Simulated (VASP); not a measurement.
# Bi2Se3 (R-3m) in VASP: single point with LDA

Aim: the single point of Bi2Se3 with LDA.

Program: VASP 6.6.1. These are calculated values, not measurements. Logs are shortened: lines on timing, memory, paths and dates and some standing lists are left out, and cuts for length are marked.

**1. The cell of the first run**

It takes space group R-3m (No. 166, trigonal). Conventional cell: a = 4.105 Å, b = 4.105 Å, c = 27.885 Å, α = 90.00°, β = 90.00°, γ = 120.00°. Bi (site symmetry 3m) has 6 Se at 2.84 to 3.04 Å within 3.7 Å. Se (site symmetry -3m) has 6 Bi at 3.04 Å within 4.0 Å. Within 3.7 Å of Se (site symmetry 3m) lie 3 Bi at 2.84 Å and 3 Se at 3.36 Å.

**2. Single point, LDA**

File INCAR:

```
SYSTEM = Bi2Se3
ALGO = Normal
EDIFF = 1E-6
ENCUT = 520
GGA = CA
ISIF = 2
ISMEAR = 0
LASPH = .TRUE.
LCHARG = .FALSE.
LREAL = .FALSE.
LWAVE = .FALSE.
NBANDS = 32
NELM = 100
PREC = Accurate
SIGMA = 0.01
```

File KPOINTS:

```
k-points
0
G
  8 8 8
  0 0 0
```

File POSCAR:

```
Bi2Se3
1.0
    2.0525743245      1.1850543388      9.2950810273
   -2.0525743245      1.1850543388      9.2950810273
    0.0000000000     -2.3701086776      9.2950810273
Bi Se
2 3
Direct
    0.4013446267      0.4013446267      0.4013446267
    0.5986553733      0.5986553733      0.5986553733
    0.0000000000      0.0000000000      0.0000000000
    0.2092652692      0.2092652692      0.2092652692
    0.7907347308      0.7907347308      0.7907347308
```

Potentials or basis: VASP PAW LDA potentials, release 64 (Bi_d, Se).

Launch:

```sh
$ cat potpaw_LDA.64/Bi_d/POTCAR potpaw_LDA.64/Se/POTCAR > POTCAR
$ mpirun -np 1 vasp_std > vasp.out
```

OUTCAR:

```text
SYSTEM = Bi2Se3
   EDIFF = 1E-6
   ENCUT = 520
   GGA = CA
   ISIF = 2
   ISMEAR = 0
   LASPH = .TRUE.
   LREAL = .FALSE.
   NELM = 100
   PREC = Accurate

 ion  position               nearest neighbor table
   1  0.401  0.401  0.401-   5 2.84   5 2.84   5 2.84   3 3.04   3 3.04   3 3.04
   2  0.599  0.599  0.599-   4 2.84   4 2.84   4 2.84   3 3.04   3 3.04   3 3.04
   3  0.000  0.000  0.000-   2 3.04   2 3.04   1 3.04   1 3.04   2 3.04   1 3.04
   4  0.209  0.209  0.209-   2 2.84   2 2.84   2 2.84
   5  0.791  0.791  0.791-   1 2.84   1 2.84   1 2.84

  LATTYP: Found a trigonal (rhomboedric) cell.
 ALAT       =     9.5924942767
 COS(alpha) =     0.9084275819

  Lattice vectors:

 A1 = (   2.0525743245,   1.1850543388,   9.2950810273)
 A2 = (  -2.0525743245,   1.1850543388,   9.2950810273)
 A3 = (   0.0000000000,  -2.3701086776,   9.2950810273)

Analysis of symmetry for initial positions (statically):
=====================================================================
 Subroutine PRICEL returns:
 Original cell was already a primitive cell.

 Routine SETGRP: Setting up the symmetry group for a
 trigonal (rhombohedral) supercell.

 Subroutine GETGRP returns: Found 12 space group operations
 (whereof 12 operations were pure point group operations)
 out of a pool of 12 trial point group operations.

The static configuration has the point symmetry D_3d.

Analysis of symmetry for dynamics (positions and initial velocities):
=====================================================================
 Subroutine PRICEL returns:
 Original cell was already a primitive cell.

 Routine SETGRP: Setting up the symmetry group for a
 trigonal (rhombohedral) supercell.

 Subroutine GETGRP returns: Found 12 space group operations
 (whereof 12 operations were pure point group operations)
 out of a pool of 12 trial point group operations.

The dynamic configuration has the point symmetry D_3d.

 Subroutine INISYM returns: Found 12 space group operations
 (whereof 12 operations are pure point group operations),
 and found     1 'primitive' translations

----------------------------------------------------------------------------------------

                                     Primitive cell

  volume of cell :     135.6568

  direct lattice vectors                    reciprocal lattice vectors
     2.052574325  1.185054339  9.295081027     0.243596538  0.140640527  0.035861262
    -2.052574325  1.185054339  9.295081027    -0.243596538  0.140640527  0.035861262
     0.000000000 -2.370108678  9.295081027     0.000000000 -0.281281054  0.035861262

  length of vectors
     9.592494277  9.592494277  9.592494277     0.283557862  0.283557862  0.283557862

  position of ions in fractional coordinates (direct lattice)
     0.401344627  0.401344627  0.401344627
     0.598655373  0.598655373  0.598655373
     0.000000000  0.000000000  0.000000000
     0.209265269  0.209265269  0.209265269
     0.790734731  0.790734731  0.790734731

  ion indices of the primitive-cell ions
   primitive index   ion index
                 1           1
                 2           2
                 3           3
                 4           4
                 5           5

----------------------------------------------------------------------------------------

 KPOINTS: k-points

Automatic generation of k-mesh.
 Grid dimensions read from file:
 generate k-points for:    8    8    8

 Generating k-lattice:

  Cartesian coordinates                     Fractional coordinates (reciprocal lattice)
     0.030449567  0.017580066  0.004482658     0.125000000 -0.000000000 -0.000000000
    -0.030449567  0.017580066  0.004482658    -0.000000000  0.125000000 -0.000000000
     0.000000000 -0.035160132  0.004482658    -0.000000000 -0.000000000  0.125000000

  Length of vectors
     0.035444733  0.035444733  0.035444733

  Shift w.r.t. Gamma in fractional coordinates (k-lattice)
     0.000000000  0.000000000  0.000000000

 Subroutine IBZKPT returns following result:
 ===========================================

 Found     65 irreducible k-points:

 Following reciprocal coordinates:
            Coordinates               Weight
  0.000000  0.000000  0.000000      1.000000
  0.125000 -0.000000  0.000000      6.000000
  0.250000 -0.000000  0.000000      6.000000
  0.375000  0.000000  0.000000      6.000000
  0.500000 -0.000000  0.000000      3.000000
  0.125000  0.125000  0.000000      6.000000
[... 16 lines left out ...]
  0.250000  0.125000  0.125000      6.000000
  0.375000  0.125000  0.125000      6.000000
 [... further k-points ...]
   k-points           NKPTS =     65   k-points in BZ     NKDIM =     65   number of bands    NBANDS=     32
   number of dos      NEDOS =    301   number of ions     NIONS =      5
   total plane-waves  NPLWV = 373248
   dimension x,y,z NGX =    72 NGY =   72 NGZ =   72
   dimension x,y,z NGXF=   144 NGYF=  144 NGZF=  144
   ions per type =               2   3
   NGX,Y,Z   is equivalent  to a cutoff of  12.48, 12.48, 12.48 a.u.
   NGXF,Y,Z  is equivalent  to a cutoff of  24.96, 24.96, 24.96 a.u.
 SYSTEM =  Bi2Se3
   PREC   = accura    normal or accurate (medium, high low for compatibility)
   ISTART =      0    job   : 0-new  1-cont  2-samecut
   ICHARG =      2    charge: 1-file 2-atom 10-const
   ISPIN  =      1    spin polarized calculation?
   LNONCOLLINEAR =      F non collinear calculations
   LSORBIT =      F    spin-orbit coupling
   LASPH  =      T    aspherical Exc in radial PAW
   ENCUT  =  520.0 eV  38.22 Ry    6.18 a.u.  17.84 17.84 17.84*2*pi/ulx,y,z
   NELM   =    100;   NELMIN=  2; NELMDL= -5     # of ELM steps
   EDIFF  = 0.1E-05   stopping-criterion for ELM
   LREAL  =      F    real-space projection
   EDIFFG = 0.1E-04   stopping-criterion for IOM
   NSW    =      0    number of steps for IOM
   IBRION =     -1    ionic relax: 0-MD 1-quasi-New 2-CG
   NFREE  =      0    steps in history (QN), initial steepest desc. (CG)
   ISIF   =      2    stress and relaxation
   ISYM   =      2    0-nonsym 1-usesym 2-fastsym
   POTIM  = 0.5000    time-step for ionic-motion
   TEBEG  =    0.0;   TEEND  =   0.0 temperature during run
   PSTRESS=    0.0 pullay stress
   NELECT =      48.0000    total number of electrons
   NUPDOWN=      -1.0000    fix difference up-down
   EMIN   =  10.00;   EMAX   =-10.00  energy-range for DOS
   EFERMI =   0.00;   METHOD = LEGACY
   ISMEAR =     0;   SIGMA  =   0.01  broadening in eV -4-tet -1-fermi 0-gaus
   EFERMI_NEDOS =   21; number of points for ismear=-14 and -15
   IALGO  =     38    algorithm
   IMIX   =      4    mixing-type and parameters
     AMIX     =   0.40;   BMIX     =  1.00
     AMIX_MAG =   1.60;   BMIX_MAG =  1.00
  volume/ion in A,a.u.               =      27.13       183.09
  Fermi-wavevector in a.u.,A,eV,Ry     =   1.157910  2.188132 18.242079  1.340755
  Thomas-Fermi vector in A             =   2.294517
   LORBIT       =      0    0 simple, 1 ext, 2 COOP (PROOUT), +10 PAW based schemes
   GGA     = CA    functional components
   LHFCALC =     F    Hartree Fock is set to
   AEXX    =    0.0000 exact exchange contribution
   IVDW    =     0    specifies the selected vdW correction
   LEPSILON=     F    determine dielectric tensor
   LRPA    =     F    only Hartree local field effects (RPA)
 non-spin polarized calculation
 Gauss-broadening in eV      SIGMA  =   0.01
  energy-cutoff  :      520.00
  volume of cell :      135.66
 maximum number of plane-waves:      3706
   NGX = 35   NGY = 35   NGZ = 35

 number of electron      48.0000004 magnetization

 Free energy of the ion-electron system (eV)
  ---------------------------------------------------
  ext. energy  EPLUGINS =         0.00000000
  ---------------------------------------------------
  free energy    TOTEN  =       -23.42840123 eV

  energy without entropy =      -23.42840088  energy(sigma->0) =      -23.42840106

 E-fermi :   5.4757     XC(G=0): -10.0163

 val. band max:        5.4554063431   @ k =   0.0000   0.0000   0.0000
 cond. band min:       5.4960874518   @ k =   0.0000   0.0000   0.0000
 fundamental gap:      0.0406811086
 Fermi energy:         5.4757469005

 k-point     1 :       0.0000    0.0000    0.0000
  band No.  band energies     occupation
      1     -17.6942      2.00000
      2     -17.6942      2.00000
      3     -17.6917      2.00000
      4     -17.6917      2.00000
      5     -17.6774      2.00000
      6     -17.6743      2.00000
[... 24 lines left out ...]
     31      11.0865      0.00000
     32      12.1157      0.00000

 k-point     2 :       0.1250   -0.0000    0.0000
  band No.  band energies     occupation
      1     -17.6971      2.00000
      2     -17.6940      2.00000
      3     -17.6904      2.00000
      4     -17.6879      2.00000
      5     -17.6751      2.00000
      6     -17.6722      2.00000
[... 24 lines left out ...]
     31      10.6180      0.00000
     32      11.2370      0.00000

 k-point     3 :       0.2500   -0.0000    0.0000
  band No.  band energies     occupation
      1     -17.7054      2.00000
      2     -17.7007      2.00000
      3     -17.6832      2.00000
      4     -17.6806      2.00000
      5     -17.6765      2.00000
      6     -17.6714      2.00000
[... 24 lines left out ...]
     31       9.7506      0.00000
     32      11.4888      0.00000

 k-point     4 :       0.3750    0.0000    0.0000
  band No.  band energies     occupation
      1     -17.7147      2.00000
      2     -17.7082      2.00000
      3     -17.6808      2.00000
      4     -17.6807      2.00000
      5     -17.6762      2.00000
      6     -17.6753      2.00000
[... 24 lines left out ...]
     31       9.9153      0.00000
     32      11.4960      0.00000

 k-point     5 :       0.5000   -0.0000    0.0000
  band No.  band energies     occupation
      1     -17.7188      2.00000
      2     -17.7115      2.00000
      3     -17.6825      2.00000
      4     -17.6806      2.00000
      5     -17.6768      2.00000
      6     -17.6752      2.00000
[... 584 lines left out ...]
     31      10.7918      0.00000
     32      12.2219      0.00000

 k-point    22 :       0.1250    0.1250    0.1250
  band No.  band energies     occupation
      1     -17.6942      2.00000
      2     -17.6942      2.00000
      3     -17.6917      2.00000
      4     -17.6917      2.00000
      5     -17.6774      2.00000
      6     -17.6744      2.00000
[... 24 lines left out ...]
     31      11.0808      0.00000
     32      11.9991      0.00000

 k-point    23 :       0.2500    0.1250    0.1250
  band No.  band energies     occupation
      1     -17.6971      2.00000
      2     -17.6940      2.00000
      3     -17.6904      2.00000
      4     -17.6879      2.00000
      5     -17.6750      2.00000
      6     -17.6723      2.00000
[... 24 lines left out ...]
     31      10.5689      0.00000
     32      11.4676      0.00000

 k-point    24 :       0.3750    0.1250    0.1250
  band No.  band energies     occupation
      1     -17.7054      2.00000
      2     -17.7007      2.00000
      3     -17.6832      2.00000
      4     -17.6806      2.00000
      5     -17.6765      2.00000
      6     -17.6713      2.00000
[... 24 lines left out ...]
     31       9.8425      0.00000
     32      11.5498      0.00000

 [... further k-points ...]
[... 5 lines left out ...]
  --------------------------------------------------------------------------------------
  -------------------------------------------------------------------------------------
  Total        0.1542552      0.1542552      0.1520251      0.0000000      0.0000000      0.0000000
  in kB        1.8218342      1.8218342      1.7954957      0.0000000      0.0000000      0.0000000
  external PRESSURE =       1.8130547 kB  Pullay stress =       0.0000000 kB

 VOLUME and BASIS-vectors are now :
 -----------------------------------------------------------------------------
  energy-cutoff  :      520.00
  volume of cell :      135.66
      direct lattice vectors                 reciprocal lattice vectors
     2.052574325  1.185054339  9.295081027     0.243596538  0.140640527  0.035861262
    -2.052574325  1.185054339  9.295081027    -0.243596538  0.140640527  0.035861262
     0.000000000 -2.370108678  9.295081027     0.000000000 -0.281281054  0.035861262

 POSITION                                       TOTAL-FORCE (eV/Angst)
 -----------------------------------------------------------------------------------
      0.00000      0.00000     11.19159         0.000000      0.000000     -0.016561
      0.00000      0.00000     16.69365         0.000000     -0.000000      0.016561
      0.00000      0.00000      0.00000         0.000000     -0.000000     -0.000000
      0.00000      0.00000      5.83541         0.000000     -0.000000     -0.031275
      0.00000      0.00000     22.04983         0.000000      0.000000      0.031275
 -----------------------------------------------------------------------------------
    total drift:                                0.000000      0.000000      0.000000

  FREE ENERGIE OF THE ION-ELECTRON SYSTEM (eV)
  ---------------------------------------------------
  free  energy   TOTEN  =       -23.4284012334 eV

  energy  without entropy=      -23.4284008815  energy(sigma->0) =      -23.42840106
```

It took 13 min on 1 thread of Intel Xeon Platinum 8488C (Sapphire Rapids), shared host; peak memory 0.68 GiB.

What came out:

```yaml
Free_energy: -23.4284 eV
Pressure: 0.2 GPa
Largest_force: 0.031 eV/Å
Band_gap_on_the_k_mesh: 0.04 eV, direct
```

Forces on the atoms (eV/Å):
```
Bi   0.000  0.000 -0.017
Bi   0.000  0.000  0.017
Se   0.000  0.000  0.000
Se   0.000  0.000 -0.031
Se   0.000  0.000  0.031
```

Caveat: spin-orbit coupling is left out, which moves the levels of the heavy elements. A k mesh can miss the band edges.
